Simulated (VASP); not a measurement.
# CdSe (P6_3mc) in VASP: relaxation of cell and atoms with PBE

Aim: the relaxation of cell and atoms of CdSe with PBE.

Everything below comes from runs of VASP 6.6.1. Logs are shortened: lines on timing, memory, paths and dates and some standing lists are left out, and cuts for length are marked.

## Step 1: The cell of the first run

Symmetry: P6_3mc, No. 186, hexagonal system. Conventional cell: a = 4.346 Å, b = 4.346 Å, c = 7.090 Å, α = 90.00°, β = 90.00°, γ = 120.00°. Within 3.5 Å of Cd (site symmetry 3m) lie 4 Se at 2.66 to 2.67 Å. Se (site symmetry 3m) has 4 Cd at 2.66 to 2.67 Å within 3.5 Å.

## Step 2: Relaxation of cell and atoms, PBE

The input, INCAR:

```
  PREC = Accurate
  ENCUT = 600
  EDIFF = 1E-6
  ISMEAR = 0
  SIGMA = 0.02
  LREAL = False
  LASPH = True
  NELM = 80
  ALGO = Normal
  ISIF = 3
  LWAVE = False
  LCHARG = False
  GGA = PE
  IBRION = 2
  NSW = 100
  EDIFFG = -0.01
```

The input, KPOINTS:

```
Automatic mesh
0
Gamma
  6 6 4
```

The input, POSCAR:

```
CdSe
1.0
    4.3460853832      0.0000000000      0.0000000000
   -2.1730426916      3.7638203488      0.0000000000
    0.0000000000      0.0000000000      7.0898398800
Cd Se
2 2
Direct
    0.6666666700      0.3333333300      0.4999533600
    0.3333333300      0.6666666700      0.9999533600
    0.6666666700      0.3333333300      0.8759066400
    0.3333333300      0.6666666700      0.3759066400
```

Potentials or basis: VASP PAW PBE potentials, release 64 (Cd, Se).

Started as:

```console
cat potpaw_PBE.64/Cd/POTCAR potpaw_PBE.64/Se/POTCAR > POTCAR
mpirun -np 1 vasp_std > vasp.out
```

OUTCAR:

```text
PREC = Accurate
   ENCUT = 600
   EDIFF = 1E-6
   ISMEAR = 0
   LREAL = False
   LASPH = True
   NELM = 80
   ISIF = 3
   GGA = PE
   IBRION = 2
   NSW = 100
   EDIFFG = -0.01

 ion  position               nearest neighbor table
   1  0.667  0.333  0.500-   4 2.66   4 2.66   4 2.66   3 2.67
   2  0.333  0.667  1.000-   3 2.66   3 2.66   3 2.66   4 2.67
   3  0.667  0.333  0.876-   2 2.66   2 2.66   2 2.66   1 2.67
   4  0.333  0.667  0.376-   1 2.66   1 2.66   1 2.66   2 2.67

  LATTYP: Found a hexagonal cell.
 ALAT       =     4.3460853832
 C/A-ratio  =     1.6313162892

  Lattice vectors:

 A1 = (   4.3460853832,   0.0000000000,   0.0000000000)
 A2 = (  -2.1730426916,   3.7638203488,   0.0000000000)
 A3 = (   0.0000000000,   0.0000000000,   7.0898398800)

Analysis of symmetry for initial positions (statically):
=====================================================================
 Subroutine PRICEL returns:
 Original cell was already a primitive cell.

 Routine SETGRP: Setting up the symmetry group for a
 hexagonal supercell.

 Subroutine GETGRP returns: Found 12 space group operations
 (whereof  6 operations were pure point group operations)
 out of a pool of 24 trial point group operations.

The static configuration has the point symmetry C_3v.
 The point group associated with its full space group is C_6v.

Analysis of symmetry for dynamics (positions and initial velocities):
=====================================================================
 Subroutine PRICEL returns:
 Original cell was already a primitive cell.

 Routine SETGRP: Setting up the symmetry group for a
 hexagonal supercell.

 Subroutine GETGRP returns: Found 12 space group operations
 (whereof  6 operations were pure point group operations)
 out of a pool of 24 trial point group operations.

The dynamic configuration has the point symmetry C_3v.
 The point group associated with its full space group is C_6v.

 Subroutine INISYM returns: Found 12 space group operations
 (whereof  6 operations are pure point group operations),
 and found     1 'primitive' translations

----------------------------------------------------------------------------------------

                                     Primitive cell

  volume of cell :     115.9748

  direct lattice vectors                    reciprocal lattice vectors
     4.346085383  0.000000000  0.000000000     0.230092120  0.132843747  0.000000000
    -2.173042692  3.763820349  0.000000000     0.000000000  0.265687495  0.000000000
     0.000000000  0.000000000  7.089839880     0.000000000  0.000000000  0.141046909

  length of vectors
     4.346085383  4.346085383  7.089839880     0.265687495  0.265687495  0.141046909

  position of ions in fractional coordinates (direct lattice)
     0.666666670  0.333333330  0.499953360
     0.333333330  0.666666670  0.999953360
     0.666666670  0.333333330  0.875906640
     0.333333330  0.666666670  0.375906640

  ion indices of the primitive-cell ions
   primitive index   ion index
                 1           1
                 2           2
                 3           3
                 4           4

----------------------------------------------------------------------------------------

 KPOINTS: Automatic mesh

Automatic generation of k-mesh.
 Grid dimensions read from file:
 generate k-points for:    6    6    4

 Generating k-lattice:

  Cartesian coordinates                     Fractional coordinates (reciprocal lattice)
     0.038348687  0.022140625  0.000000000     0.166666667  0.000000000  0.000000000
     0.000000000  0.044281249  0.000000000     0.000000000  0.166666667  0.000000000
     0.000000000  0.000000000  0.035261727     0.000000000  0.000000000  0.250000000

  Length of vectors
     0.044281249  0.044281249  0.035261727

  Shift w.r.t. Gamma in fractional coordinates (k-lattice)
     0.000000000  0.000000000  0.000000000

 Subroutine IBZKPT returns following result:
 ===========================================

 Found     21 irreducible k-points:

 Following reciprocal coordinates:
            Coordinates               Weight
  0.000000  0.000000  0.000000      1.000000
  0.166667  0.000000  0.000000      6.000000
  0.333333  0.000000  0.000000      6.000000
  0.500000  0.000000  0.000000      3.000000
  0.166667  0.166667  0.000000      6.000000
  0.333333  0.166667  0.000000     12.000000
[... 13 lines left out ...]
  0.333333  0.166667  0.500000     12.000000
  0.333333  0.333333  0.500000      2.000000
   k-points           NKPTS =     21   k-points in BZ     NKDIM =     21   number of bands    NBANDS=     22
   number of dos      NEDOS =    301   number of ions     NIONS =      4
   total plane-waves  NPLWV =  77760
   dimension x,y,z NGX =    36 NGY =   36 NGZ =   60
   dimension x,y,z NGXF=    72 NGYF=   72 NGZF=  120
   ions per type =               2   2
   NGX,Y,Z   is equivalent  to a cutoff of  13.77, 13.77, 14.07 a.u.
   NGXF,Y,Z  is equivalent  to a cutoff of  27.54, 27.54, 28.14 a.u.
 SYSTEM =  unknown system
   PREC   = accura    normal or accurate (medium, high low for compatibility)
   ISTART =      0    job   : 0-new  1-cont  2-samecut
   ICHARG =      2    charge: 1-file 2-atom 10-const
   ISPIN  =      1    spin polarized calculation?
   LNONCOLLINEAR =      F non collinear calculations
   LSORBIT =      F    spin-orbit coupling
   LASPH  =      T    aspherical Exc in radial PAW
   ENCUT  =  600.0 eV  44.10 Ry    6.64 a.u.   8.68  8.68 14.16*2*pi/ulx,y,z
   NELM   =     80;   NELMIN=  2; NELMDL= -5     # of ELM steps
   EDIFF  = 0.1E-05   stopping-criterion for ELM
   LREAL  =      F    real-space projection
   EDIFFG = -.1E-01   stopping-criterion for IOM
   NSW    =    100    number of steps for IOM
   IBRION =      2    ionic relax: 0-MD 1-quasi-New 2-CG
   NFREE  =      1    steps in history (QN), initial steepest desc. (CG)
   ISIF   =      3    stress and relaxation
   ISYM   =      2    0-nonsym 1-usesym 2-fastsym
   POTIM  = 0.5000    time-step for ionic-motion
   TEBEG  =    0.0;   TEEND  =   0.0 temperature during run
   PSTRESS=    0.0 pullay stress
   NELECT =      36.0000    total number of electrons
   NUPDOWN=      -1.0000    fix difference up-down
   EMIN   =  10.00;   EMAX   =-10.00  energy-range for DOS
   EFERMI =   0.00;   METHOD = LEGACY
   ISMEAR =     0;   SIGMA  =   0.02  broadening in eV -4-tet -1-fermi 0-gaus
   EFERMI_NEDOS =   21; number of points for ismear=-14 and -15
   IALGO  =     38    algorithm
   IMIX   =      4    mixing-type and parameters
     AMIX     =   0.40;   BMIX     =  1.00
     AMIX_MAG =   1.60;   BMIX_MAG =  1.00
  volume/ion in A,a.u.               =      28.99       195.66
  Fermi-wavevector in a.u.,A,eV,Ry     =   1.108463  2.094691 16.717341  1.228690
  Thomas-Fermi vector in A             =   2.244990
   LORBIT       =      0    0 simple, 1 ext, 2 COOP (PROOUT), +10 PAW based schemes
   GGA     = PE    functional components
   LHFCALC =     F    Hartree Fock is set to
   AEXX    =    0.0000 exact exchange contribution
   IVDW    =     0    specifies the selected vdW correction
   LEPSILON=     F    determine dielectric tensor
   LRPA    =     F    only Hartree local field effects (RPA)
 conjugate gradient relaxation of ions
 non-spin polarized calculation
 Gauss-broadening in eV      SIGMA  =   0.02
  energy-cutoff  :      600.00
  volume of cell :      115.97
 maximum number of plane-waves:      3887
 NGX is ok and might be reduce to    36
   NGX = 17   NGY = 17   NGZ = 29

--------------------------------------- Ionic step        1  -------------------------------------------

 number of electron      36.0000009 magnetization

 Free energy of the ion-electron system (eV)
  ---------------------------------------------------
  ext. energy  EPLUGINS =         0.00000000
  ---------------------------------------------------
  free energy    TOTEN  =       -10.97365889 eV

  energy without entropy =      -10.97365889  energy(sigma->0) =      -10.97365889

------------------------ aborting loop because EDIFF is reached ----------------------------------------

  FORCE on cell =-STRESS in cart. coord.  units (eV):
  Direction    XX          YY          ZZ          XY          YZ          ZX
  --------------------------------------------------------------------------------------
  -------------------------------------------------------------------------------------
  Total        1.0683158      1.0683158      1.0575991      0.0000000      0.0000000      0.0000000
  in kB       14.7586513     14.7586513     14.6106012      0.0000000      0.0000000      0.0000000
  external PRESSURE =      14.7093013 kB  Pullay stress =       0.0000000 kB

 VOLUME and BASIS-vectors are now :
 -----------------------------------------------------------------------------
  energy-cutoff  :      600.00
  volume of cell :      115.97
      direct lattice vectors                 reciprocal lattice vectors
     4.346085383  0.000000000  0.000000000     0.230092120  0.132843747  0.000000000
    -2.173042692  3.763820349  0.000000000     0.000000000  0.265687495  0.000000000
     0.000000000  0.000000000  7.089839880     0.000000000  0.000000000  0.141046909
[... 39 lines left out ...]
 POSITION                                       TOTAL-FORCE (eV/Angst)
 -----------------------------------------------------------------------------------
      2.20104      1.27077      3.59012         0.000000      0.000000      0.000254
     -0.00000      2.54154      7.18026        -0.000000     -0.000000      0.000254
      2.20104      1.27077      6.28893        -0.000000     -0.000000     -0.000254
     -0.00000      2.54154      2.69879         0.000000     -0.000000     -0.000254
 -----------------------------------------------------------------------------------
    total drift:                               -0.000013      0.000008      0.000916

  FREE ENERGIE OF THE ION-ELECTRON SYSTEM (eV)
  ---------------------------------------------------
  free  energy   TOTEN  =       -10.9888515275 eV

  energy  without entropy=      -10.9888515275  energy(sigma->0) =      -10.98885153

--------------------------------------- Ionic step        3  -------------------------------------------

 number of electron      36.0000008 magnetization

 Free energy of the ion-electron system (eV)
  ---------------------------------------------------
  ext. energy  EPLUGINS =         0.00000000
  ---------------------------------------------------
  free energy    TOTEN  =       -10.98980493 eV

  energy without entropy =      -10.98980493  energy(sigma->0) =      -10.98980493

 E-fermi :   0.6248     XC(G=0):  -8.6042

 val. band max:        0.4829447955   @ k =   0.0000   0.0000   0.0000
 cond. band min:       1.0136410815   @ k =   0.0000   0.0000   0.0000
 fundamental gap:      0.5306962860
 Fermi energy:         0.6248038586

 k-point     1 :       0.0000    0.0000    0.0000
  band No.  band energies     occupation
      1     -11.7932      2.00000
      2     -11.4675      2.00000
      3      -7.2630      2.00000
      4      -7.2577      2.00000
      5      -7.2577      2.00000
      6      -7.2008      2.00000
[... 14 lines left out ...]
     21       6.3317      0.00000
     22       6.3317      0.00000
[... 520 lines left out ...]
 POSITION                                       TOTAL-FORCE (eV/Angst)
 -----------------------------------------------------------------------------------
      2.19542      1.26753      3.58098        -0.000000     -0.000000      0.001194
     -0.00000      2.53505      7.16204         0.000000      0.000000      0.001194
      2.19542      1.26753      6.27309        -0.000000      0.000000     -0.001194
     -0.00000      2.53505      2.69203         0.000000     -0.000000     -0.001194
 -----------------------------------------------------------------------------------
    total drift:                               -0.000013      0.000008     -0.000291

  FREE ENERGIE OF THE ION-ELECTRON SYSTEM (eV)
  ---------------------------------------------------
  free  energy   TOTEN  =       -10.9898049305 eV

  energy  without entropy=      -10.9898049305  energy(sigma->0) =      -10.98980493

 reached required accuracy - stopping structural energy minimisation
```

It took 2.1 min on 1 thread of Intel Xeon Platinum 8488C (Sapphire Rapids), shared host; peak memory 0.3 GiB.

What came out:

```
Free energy                           : -10.9898 eV
Relaxed volume                        : 29.90 Å³/atom
Relaxed cell                          : a = 4.391 Å, b = 4.391 Å, c = 7.162 Å, α = 90.00°, β = 90.00°, γ = 120.00°
Space group after relaxing (to 0.1 Å) : P6_3mc (No. 186)
Energy gained by relaxing             : 4.0 meV/atom
Ionic steps                           : 3
Pressure after relaxing               : 0.0 GPa
Band gap on the k mesh                : 0.53 eV
```

The path:
| step | energy change (eV) | largest force (eV/Å) | pressure (GPa) | volume (Å³) |
| --- | --- | --- | --- | --- |
| 1 | 0.0000 | 0.0065 | 1.47 | 115.97 |
| 2 | -0.0152 | 0.0003 | -0.34 | 120.50 |
| 3 | -0.0161 | 0.0012 | 0.00 | 119.58 |

Final structure:
```yaml
crystal:
  lattice:
    - [4.39084, 0.00000, 0.00000]
    - [-2.19542, 3.80258, 0.00000]
    - [0.00000, 0.00000, 7.16212]
  atoms:
    - { symbol: Cd, position: [0.66667, 0.33333, 0.49999] }
    - { symbol: Cd, position: [0.33333, 0.66667, 0.99999] }
    - { symbol: Se, position: [0.66667, 0.33333, 0.87587] }
    - { symbol: Se, position: [0.33333, 0.66667, 0.37587] }
```
